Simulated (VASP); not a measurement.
**Mo: single point with BLYP**

The system is Mo.

```
Mo
1.0
     2.71431    0.00000    0.00000
    -1.35716    2.35066    0.00000
     0.00000    0.00000    4.83814
Mo
2
Direct
  0.33333 0.66667 0.25000
  0.66667 0.33333 0.75000
```

This isn't the form of Mo at room conditions, which is bcc.

```
Program             : VASP 6.6.1
Task                : single point
Functional          : BLYP
Potentials or basis : VASP PAW PBE potentials, release 64 (Mo_sv)
Cutoff              : 520 eV
k mesh              : 15 × 15 × 7
Occupations         : fermi-dirac, width 0.1 eV
Spin                : no spin polarisation
```

- Pressure: 22.3 GPa
- Band gap on the k mesh: zero (bands 14 and 15 overlap by 1.92 eV)

Stress tensor (GPa, compression positive):
```
23.67  0.00  0.00
 0.00 23.67  0.00
 0.00  0.00 19.64
```

Levels at points of the mesh, in eV from the Fermi level:
```tsv
k point	band 10	band 11	band 12	band 13	band 14	band 15	band 16	band 17	band 18	band 19
(0.00, 0.00, 0.00)	-4.85	-1.92	-0.75	-0.75	-0.24	-0.24	0.95	1.46	1.46	3.47
```

Wall time 29 s on 1 thread of AMD EPYC 9R45 96-Core Processor (Zen 5), with other jobs on the host, peak memory 0.14 GiB.

Caveat: the cell stands under pressure; the PAW data sets were made with another functional, which shifts forces and pressure a little.
